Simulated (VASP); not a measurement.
# ReB3 (P1) in VASP: further runs

ReB3 is run at these levels: PBE; tasks: single point, relaxation of cell and atoms.

Program: VASP 6.6.1. These are calculated values, not measurements. Logs are shortened: lines on timing, memory, paths and dates and some standing lists are left out, and cuts for length are marked.

### 1 The cell of the first run

The typed cell holds 8 atoms: a = 2.877 Å, b = 2.907 Å, c = 7.869 Å, α = 89.93°, β = 89.95°, γ = 87.08°.

### 2 Single point, PBE

Contents of INCAR:

```
PREC = Accurate
ENCUT = 520
EDIFF = 1E-6
ISMEAR = 0
SIGMA = 0.1
LREAL = F
LASPH = T
NELM = 100
ALGO = Normal
ISIF = 2
LWAVE = F
LCHARG = F
GGA = PE
NBANDS = 26
```

Contents of KPOINTS:

```
regular mesh
0
Gamma
  6 6 2
```

Contents of POSCAR:

```
ReB3
1.0
    2.8768649358      0.0000000000      0.0000000000
    0.1483258105      2.9034658914      0.0000000000
    0.0062070543      0.0096924203      7.8686834329
Re B
2 6
Direct
    0.6312662772      0.4695362581      0.2473028212
    0.6056815401      0.4816649755      0.7532226946
    0.0928546375      0.0144956461      0.3842380564
    0.0981063251      0.0085330227      0.8870699115
    0.1033544150      0.0148248172      0.1160219820
    0.0913853545      0.0165001097      0.6128361954
    0.1478175956      0.4983433896      0.0006489117
    0.2295338550      0.4961017812      0.4986594271
```

Potentials or basis: VASP PAW PBE potentials, release 64 (Re, B).

Command:

```
$ cat potpaw_PBE.64/Re/POTCAR potpaw_PBE.64/B/POTCAR > POTCAR
$ mpirun -np 1 vasp_std > vasp.out
```

OUTCAR:

```text
PREC = Accurate
   ENCUT = 520
   EDIFF = 1E-6
   ISMEAR = 0
   LREAL = F
   LASPH = T
   NELM = 100
   ISIF = 2
   GGA = PE

 ion  position               nearest neighbor table
   1  0.631  0.470  0.247-   5 2.12   3 2.12   8 2.29   5 2.31   3 2.35   5 2.37   5 2.37   3 2.38
                             7 2.39   3 2.41   7 2.45   8 2.63
   2  0.606  0.482  0.753-   4 2.19   6 2.19   8 2.28   4 2.31   4 2.32   6 2.33   7 2.35   6 2.36
                             4 2.39   6 2.41   7 2.50   8 2.69
   3  0.093  0.014  0.384-   8 1.73   8 1.78   6 1.80   5 2.11   1 2.12   1 2.35   1 2.38   1 2.41

   4  0.098  0.009  0.887-   7 1.69   7 1.73   5 1.80   6 2.16   2 2.19   2 2.31   2 2.32   2 2.39

   5  0.103  0.015  0.116-   7 1.68   7 1.75   4 1.80   3 2.11   1 2.12   1 2.31   1 2.37   1 2.37

   6  0.091  0.017  0.613-   8 1.72   8 1.79   3 1.80   4 2.16   2 2.19   2 2.33   2 2.36   2 2.41

   7  0.148  0.498  0.001-   5 1.68   4 1.69   4 1.73   5 1.75   2 2.35   1 2.39   1 2.45   2 2.50

   8  0.230  0.496  0.499-   6 1.72   3 1.73   3 1.78   6 1.79   2 2.28   1 2.29   1 2.63   2 2.69

  LATTYP: Found a triclinic cell.
 ALAT       =     2.9072520924
 B/A-ratio  =     0.9895478082
 C/A-ratio  =     2.7065736305
 COS(alpha) =     0.0007888293
 COS(beta)  =     0.0012704115
 COS(gamma) =     0.0510192463

  Lattice vectors:

 A1 = (  -0.1483258105,  -2.9034658914,   0.0000000000)
 A2 = (  -2.8768649358,   0.0000000000,   0.0000000000)
 A3 = (  -0.0062070543,  -0.0096924203,  -7.8686834329)

Analysis of symmetry for initial positions (statically):
=====================================================================
 Subroutine PRICEL returns:
 Original cell was already a primitive cell.

 Routine SETGRP: Setting up the symmetry group for a
 triclinic supercell.

 Subroutine GETGRP returns: Found  1 space group operations
 (whereof  1 operations were pure point group operations)
 out of a pool of  2 trial point group operations.

The static configuration has the point symmetry C_1 .

Analysis of symmetry for dynamics (positions and initial velocities):
=====================================================================
 Subroutine PRICEL returns:
 Original cell was already a primitive cell.

 Routine SETGRP: Setting up the symmetry group for a
 triclinic supercell.

 Subroutine GETGRP returns: Found  1 space group operations
 (whereof  1 operations were pure point group operations)
 out of a pool of  2 trial point group operations.

The dynamic configuration has the point symmetry C_1 .

 Subroutine INISYM returns: Found  1 space group operations
 (whereof  1 operations are pure point group operations),
 and found     1 'primitive' translations

----------------------------------------------------------------------------------------

                                     Primitive cell

  volume of cell :      65.7262

  direct lattice vectors                    reciprocal lattice vectors
     2.876864936  0.000000000  0.000000000     0.347600608 -0.017757447 -0.000252325
     0.148325810  2.903465891  0.000000000     0.000000000  0.344415963 -0.000424242
     0.006207054  0.009692420  7.868683433     0.000000000  0.000000000  0.127086063

  length of vectors
     2.876864936  2.907252092  7.868691850     0.348053980  0.344416224  0.127086063

  position of ions in fractional coordinates (direct lattice)
     0.631266277  0.469536258  0.247302821
     0.605681540  0.481664976  0.753222695
     0.092854637  0.014495646  0.384238056
     0.098106325  0.008533023  0.887069911
     0.103354415  0.014824817  0.116021982
     0.091385354  0.016500110  0.612836195
     0.147817596  0.498343390  0.000648912
     0.229533855  0.496101781  0.498659427

  ion indices of the primitive-cell ions
   primitive index   ion index
                 1           1
                 2           2
                 3           3
                 4           4
                 5           5
                 6           6
                 7           7
                 8           8

----------------------------------------------------------------------------------------

 KPOINTS: regular mesh

Automatic generation of k-mesh.
 Grid dimensions read from file:
 generate k-points for:    6    6    2

 Generating k-lattice:

  Cartesian coordinates                     Fractional coordinates (reciprocal lattice)
     0.057933435 -0.002959575 -0.000042054     0.166666667 -0.000000000  0.000000000
     0.000000000  0.057402660 -0.000070707     0.000000000  0.166666667  0.000000000
     0.000000000  0.000000000  0.063543032     0.000000000  0.000000000  0.500000000

  Length of vectors
     0.058008997  0.057402704  0.063543032

  Shift w.r.t. Gamma in fractional coordinates (k-lattice)
     0.000000000  0.000000000  0.000000000

 Subroutine IBZKPT returns following result:
 ===========================================

 Found     40 irreducible k-points:

 Following reciprocal coordinates:
            Coordinates               Weight
  0.000000  0.000000  0.000000      1.000000
  0.166667  0.000000 -0.000000      2.000000
  0.333333  0.000000  0.000000      2.000000
  0.500000  0.000000  0.000000      1.000000
  0.000000  0.166667 -0.000000      2.000000
  0.166667  0.166667 -0.000000      2.000000
[... 16 lines left out ...]
  0.333333  0.000000  0.500000      2.000000
  0.500000  0.000000  0.500000      1.000000
 [... further k-points ...]
   k-points           NKPTS =     40   k-points in BZ     NKDIM =     40   number of bands    NBANDS=     26
   number of dos      NEDOS =    301   number of ions     NIONS =      8
   total plane-waves  NPLWV =  34560
   dimension x,y,z NGX =    24 NGY =   24 NGZ =   60
   dimension x,y,z NGXF=    48 NGYF=   48 NGZF=  120
   ions per type =               2   6
   NGX,Y,Z   is equivalent  to a cutoff of  13.87, 13.72, 12.68 a.u.
   NGXF,Y,Z  is equivalent  to a cutoff of  27.74, 27.45, 25.35 a.u.
 SYSTEM =  unknown system
   PREC   = accura    normal or accurate (medium, high low for compatibility)
   ISTART =      0    job   : 0-new  1-cont  2-samecut
   ICHARG =      2    charge: 1-file 2-atom 10-const
   ISPIN  =      1    spin polarized calculation?
   LNONCOLLINEAR =      F non collinear calculations
   LSORBIT =      F    spin-orbit coupling
   LASPH  =      T    aspherical Exc in radial PAW
   ENCUT  =  520.0 eV  38.22 Ry    6.18 a.u.   5.35  5.41 14.63*2*pi/ulx,y,z
   NELM   =    100;   NELMIN=  2; NELMDL= -5     # of ELM steps
   EDIFF  = 0.1E-05   stopping-criterion for ELM
   LREAL  =      F    real-space projection
   EDIFFG = 0.1E-04   stopping-criterion for IOM
   NSW    =      0    number of steps for IOM
   IBRION =     -1    ionic relax: 0-MD 1-quasi-New 2-CG
   NFREE  =      0    steps in history (QN), initial steepest desc. (CG)
   ISIF   =      2    stress and relaxation
   ISYM   =      2    0-nonsym 1-usesym 2-fastsym
   POTIM  = 0.5000    time-step for ionic-motion
   TEBEG  =    0.0;   TEEND  =   0.0 temperature during run
   PSTRESS=    0.0 pullay stress
   NELECT =      32.0000    total number of electrons
   NUPDOWN=      -1.0000    fix difference up-down
   EMIN   =  10.00;   EMAX   =-10.00  energy-range for DOS
   EFERMI =   0.00;   METHOD = LEGACY
   ISMEAR =     0;   SIGMA  =   0.10  broadening in eV -4-tet -1-fermi 0-gaus
   EFERMI_NEDOS =   21; number of points for ismear=-14 and -15
   IALGO  =     38    algorithm
   IMIX   =      4    mixing-type and parameters
     AMIX     =   0.40;   BMIX     =  1.00
     AMIX_MAG =   1.60;   BMIX_MAG =  1.00
  volume/ion in A,a.u.               =       8.22        55.44
  Fermi-wavevector in a.u.,A,eV,Ry     =   1.287890  2.433759 22.567444  1.658660
  Thomas-Fermi vector in A             =   2.419877
   LORBIT       =      0    0 simple, 1 ext, 2 COOP (PROOUT), +10 PAW based schemes
   GGA     = PE    functional components
   LHFCALC =     F    Hartree Fock is set to
   AEXX    =    0.0000 exact exchange contribution
   IVDW    =     0    specifies the selected vdW correction
   LEPSILON=     F    determine dielectric tensor
   LRPA    =     F    only Hartree local field effects (RPA)
 non-spin polarized calculation
 Gauss-broadening in eV      SIGMA  =   0.10
  energy-cutoff  :      520.00
  volume of cell :       65.73
 maximum number of plane-waves:      1797
 NGX is ok and might be reduce to    24
   NGX = 11   NGY = 11   NGZ = 29

 number of electron      32.0000000 magnetization

 Free energy of the ion-electron system (eV)
  ---------------------------------------------------
  ext. energy  EPLUGINS =         0.00000000
  ---------------------------------------------------
  free energy    TOTEN  =       -63.82892017 eV

  energy without entropy =      -63.81685850  energy(sigma->0) =      -63.82288933

 E-fermi :   9.0817     XC(G=0): -13.1044

 val. band max:        9.0640780173   @ k =   0.3333   0.0000   0.0000
 cond. band min:       9.0855183163   @ k =  -0.3333   0.3333   0.5000
 fundamental gap:      0.0214402990
 Fermi energy:         9.0817004559

 k-point     1 :       0.0000    0.0000    0.0000
  band No.  band energies     occupation
      1      -6.8316      2.00000
      2      -5.0334      2.00000
      3      -4.1713      2.00000
      4      -0.5414      2.00000
      5       2.3242      2.00000
      6       3.1303      2.00000
[... 18 lines left out ...]
     25      15.0497      0.00000
     26      15.4921      0.00000

 k-point     2 :       0.1667    0.0000   -0.0000
  band No.  band energies     occupation
      1      -6.3475      2.00000
      2      -4.8681      2.00000
      3      -3.5187      2.00000
      4      -0.0072      2.00000
      5       1.6554      2.00000
      6       2.9850      2.00000
[... 18 lines left out ...]
     25      14.8217      0.00000
     26      14.9482      0.00000

 k-point     3 :       0.3333    0.0000    0.0000
  band No.  band energies     occupation
      1      -5.0884      2.00000
      2      -4.4879      2.00000
      3      -1.8326      2.00000
      4       0.5777      2.00000
      5       0.6403      2.00000
      6       1.6621      2.00000
[... 18 lines left out ...]
     25      15.2978      0.00000
     26      15.8412      0.00000

 k-point     4 :       0.5000    0.0000    0.0000
  band No.  band energies     occupation
      1      -4.3465      2.00000
      2      -3.9237      2.00000
      3      -0.9194      2.00000
      4      -0.2529      2.00000
      5       0.2199      2.00000
      6       1.5923      2.00000
[... 18 lines left out ...]
     25      14.9479      0.00000
     26      16.6858      0.00000

 k-point     5 :       0.0000    0.1667   -0.0000
  band No.  band energies     occupation
      1      -6.3920      2.00000
      2      -4.7619      2.00000
      3      -3.6084      2.00000
      4      -0.0038      2.00000
      5       1.7198      2.00000
      6       2.2772      2.00000
[... 18 lines left out ...]
     25      15.3689      0.00000
     26      15.7026      0.00000

 k-point     6 :       0.1667    0.1667   -0.0000
  band No.  band energies     occupation
      1      -5.9825      2.00000
      2      -4.5986      2.00000
      3      -3.0918      2.00000
      4       0.3474      2.00000
      5       1.8165      2.00000
      6       1.9643      2.00000
[... 427 lines left out ...]
 k-point    21 :       0.0000    0.0000    0.5000
  band No.  band energies     occupation
      1      -6.3515      2.00000
      2      -6.1800      2.00000
      3      -2.3223      2.00000
      4      -2.1905      2.00000
      5       2.8990      2.00000
      6       3.1338      2.00000
[... 18 lines left out ...]
     25      14.9982      0.00000
     26      15.6175      0.00000

 k-point    22 :       0.1667    0.0000    0.5000
  band No.  band energies     occupation
      1      -5.9240      2.00000
      2      -5.7462      2.00000
      3      -1.9395      2.00000
      4      -1.8218      2.00000
      5       2.9270      2.00000
      6       3.0465      2.00000
[... 18 lines left out ...]
     25      15.0433      0.00000
     26      15.4045      0.00000

 k-point    23 :       0.3333    0.0000    0.5000
  band No.  band energies     occupation
      1      -4.9199      2.00000
      2      -4.7095      2.00000
      3      -1.0970      2.00000
      4      -1.0248      2.00000
      5       1.4682      2.00000
      6       1.5610      2.00000
[... 18 lines left out ...]
     25      15.0432      0.00000
     26      15.3232      0.00000

 k-point    24 :       0.5000    0.0000    0.5000
  band No.  band energies     occupation
      1      -4.2688      2.00000
      2      -4.0112      2.00000
      3      -0.2554      2.00000
      4      -0.1897      2.00000
      5      -0.1046      2.00000
      6       0.0319      2.00000
[... 18 lines left out ...]
     25      15.1805      0.00000
     26      15.5117      0.00000

 [... further k-points ...]
[... 5 lines left out ...]
  --------------------------------------------------------------------------------------
  -------------------------------------------------------------------------------------
  Total        6.4805841      5.5526884      4.5987056     -5.6488555     -0.2029337     -0.4371946
  in kB      157.9743063    135.3554076    112.1005953   -137.6996309     -4.9468254    -10.6572986
  external PRESSURE =     135.1434364 kB  Pullay stress =       0.0000000 kB

 VOLUME and BASIS-vectors are now :
 -----------------------------------------------------------------------------
  energy-cutoff  :      520.00
  volume of cell :       65.73
      direct lattice vectors                 reciprocal lattice vectors
     2.876864936  0.000000000  0.000000000     0.347600608 -0.017757447 -0.000252325
     0.148325810  2.903465891  0.000000000     0.000000000  0.344415963 -0.000424242
     0.006207054  0.009692420  7.868683433     0.000000000  0.000000000  0.127086063

 POSITION                                       TOTAL-FORCE (eV/Angst)
 -----------------------------------------------------------------------------------
      1.88725      1.36568      1.94595        -1.746550      1.839461      0.158738
      1.81858      1.40580      5.92687        -0.830647      0.869155     -0.126250
      0.27167      0.04581      3.02345         1.068697     -1.077515      0.892449
      0.28901      0.03337      6.98007         0.378063     -0.637483      0.023854
      0.30026      0.04417      0.91294         0.642876     -1.402748     -0.500872
      0.26915      0.05385      4.82221         0.767756     -0.843805     -0.325362
      0.49917      1.44693      0.00511         0.170919      0.599408     -0.026061
      0.73702      1.44525      3.92379        -0.451114      0.653527     -0.096496
 -----------------------------------------------------------------------------------
    total drift:                               -0.000444     -0.000850      0.000213

  FREE ENERGIE OF THE ION-ELECTRON SYSTEM (eV)
  ---------------------------------------------------
  free  energy   TOTEN  =       -63.8289201659 eV

  energy  without entropy=      -63.8168585021  energy(sigma->0) =      -63.82288933
```

Wall time 80 s (1 thread of Intel Xeon Platinum 8375C at 2.90GHz (Ice Lake), shared host); peak memory 0.2 GiB.

Results:

| Property | Result |
| --- | --- |
| Free energy | -63.8289 eV |
| Pressure | 13.5 GPa |
| Largest force | 2.542 eV/Å |
| Band gap on the k mesh | zero (bands 16 and 17 overlap by 2.16 eV) |

Forces on the atoms (eV/Å):
```
Re  -1.747  1.839  0.159
Re  -0.831  0.869 -0.126
B    1.069 -1.078  0.892
B    0.378 -0.637  0.024
B    0.643 -1.403 -0.501
B    0.768 -0.844 -0.325
B    0.171  0.599 -0.026
B   -0.451  0.654 -0.096
```

Caveat: the k points lie up to 0.40 Å⁻¹ apart, too coarse for converged energies and pressures of a metal; spin-orbit coupling is left out, which moves the levels of the heavy elements; forces of over 1 eV/Å act on the atoms, so gaps and moduli don't describe the material at rest.

### 3 Relaxation of cell and atoms, PBE

Contents of INCAR:

```
PREC = Accurate
ENCUT = 600
EDIFF = 1E-6
ISMEAR = 0
SIGMA = 0.1
LREAL = False
LASPH = True
NELM = 80
ALGO = Normal
ISIF = 3
LWAVE = False
LCHARG = False
GGA = PE
IBRION = 2
NSW = 90
EDIFFG = -0.04
```

KPOINTS is that of step 2.

POSCAR is that of step 2.

Potentials or basis: VASP PAW PBE potentials, release 64 (Re, B).

Command:

```
$ cat potpaw_PBE.64/Re/POTCAR potpaw_PBE.64/B/POTCAR > POTCAR
$ mpirun -np 1 vasp_std > vasp.out
```

It took 8.6 min on 1 thread of Intel Xeon Platinum 8375C at 2.90GHz (Ice Lake), shared host; peak memory 0.23 GiB.

The run converged. Its results:

- Free energy: -64.3717 eV
- Relaxed volume: 8.49 Å³/atom
- Relaxed cell: a = 2.916 Å, b = 2.919 Å, c = 7.982 Å, α = 90.01°, β = 90.13°, γ = 89.99°
- Space group after relaxing (to 0.1 Å): Pmm2 (No. 25)
- Energy gained by relaxing: 66.9 meV/atom
- Ionic steps: 18
- Pressure after relaxing: 0.0 GPa
- Largest force after relaxing: 0.026 eV/Å
- Band gap on the k mesh: zero (bands 16 and 17 overlap by 1.89 eV)

Forces on the atoms (eV/Å):
```
Re   0.018  0.014 -0.001
Re  -0.007  0.016 -0.001
B   -0.002 -0.003 -0.007
B   -0.015 -0.009  0.020
B    0.008 -0.012 -0.019
B   -0.020  0.000  0.005
B    0.010 -0.014  0.000
B    0.009  0.008  0.003
```

Stress tensor (GPa, compression positive):
```
-0.09  0.00  0.03
 0.00 -0.01  0.03
 0.03  0.03  0.08
```

The path:
| step | energy change (eV) | largest force (eV/Å) | pressure (GPa) | volume (Å³) |
| --- | --- | --- | --- | --- |
| 1 | 0.0000 | 2.5425 | 13.54 | 65.73 |
| 2 | -0.1872 | 0.9344 | -17.69 | 72.48 |
| 3 | -0.4289 | 0.5408 | -6.14 | 69.28 |
| 4 | -0.4893 | 0.3076 | 4.46 | 67.20 |
| 5 | -0.5016 | 0.2722 | 1.19 | 67.78 |
| 6 | -0.5153 | 0.2066 | -0.01 | 68.02 |
| 7 | -0.5164 | 0.2152 | -0.43 | 68.11 |
| 8 | -0.5222 | 0.1562 | 0.02 | 67.99 |
| 9 | -0.5228 | 0.1504 | 0.18 | 67.95 |
| 10 | -0.5269 | 0.1142 | -0.05 | 67.98 |
| 11 | -0.5281 | 0.1910 | -0.25 | 68.00 |
| 12 | -0.5312 | 0.1169 | 0.02 | 67.94 |
| 13 | -0.5322 | 0.0985 | 0.31 | 67.87 |
| 14 | -0.5338 | 0.0698 | -0.13 | 67.96 |
| 15 | -0.5343 | 0.0590 | -0.73 | 68.09 |
| 16 | -0.5350 | 0.0501 | 0.12 | 67.93 |
| 17 | -0.5350 | 0.0502 | 0.01 | 67.95 |
| 18 | -0.5353 | 0.0263 | 0.00 | 67.95 |

Final structure:
```xyz
8
Lattice="2.9148 -0.0746 -0.0044 0.0751 2.9183 -0.0022 -0.0059 0.0045 7.9824" Properties=species:S:1:pos:R:3 pbc="T T T"
Re    1.7889    1.4145    1.9947
Re    1.7923    1.4163    5.9862
B     0.3853    2.9114    3.0892
B     0.3124   -0.0027    7.0809
B     0.3113   -0.0058    0.9003
B     0.3902    2.9121    4.8884
B     0.5592    1.4520    7.9769
B     0.5639    1.4467    3.9865
```

Levels at points of the mesh, in eV from the Fermi level:
| k point | band 13 | band 14 | band 15 | band 16 | band 17 | band 18 | band 19 | band 20 |
| --- | --- | --- | --- | --- | --- | --- | --- | --- |
| (0.00, 0.00, 0.00) | -2.18 | -2.09 | -0.82 | 0.16 | 0.16 | 1.15 | 1.23 | 1.71 |
| (0.50, 0.00, 0.00) | -2.90 | -2.12 | -0.54 | -0.45 | -0.26 | 0.34 | 1.09 | 1.96 |
| (0.00, 0.50, 0.00) | -3.09 | -2.66 | -2.06 | -0.69 | 1.32 | 1.48 | 2.27 | 3.01 |
| (0.50, 0.50, 0.00) | -2.71 | -2.16 | -0.85 | -0.36 | 1.50 | 2.32 | 2.34 | 3.61 |
| (0.00, 0.00, 0.50) | -0.97 | -0.97 | -0.23 | -0.21 | 0.18 | 0.19 | 0.30 | 0.30 |
| (0.50, 0.00, 0.50) | -1.74 | -1.73 | -1.50 | -1.49 | -0.34 | -0.34 | 2.12 | 2.13 |
| (0.00, 0.50, 0.50) | -3.40 | -3.40 | -1.55 | -1.55 | 2.01 | 2.01 | 2.57 | 2.59 |
| (0.50, 0.50, 0.50) | -3.21 | -3.20 | 1.28 | 1.29 | 2.04 | 2.05 | 2.35 | 2.35 |

Caveat: the k points lie up to 0.39 Å⁻¹ apart in the final cell, too coarse for converged energies and pressures of a metal; spin-orbit coupling is left out, which moves the levels of the heavy elements.

The gap in the log of VASP goes by the Fermi energy; the results here count the filled bands.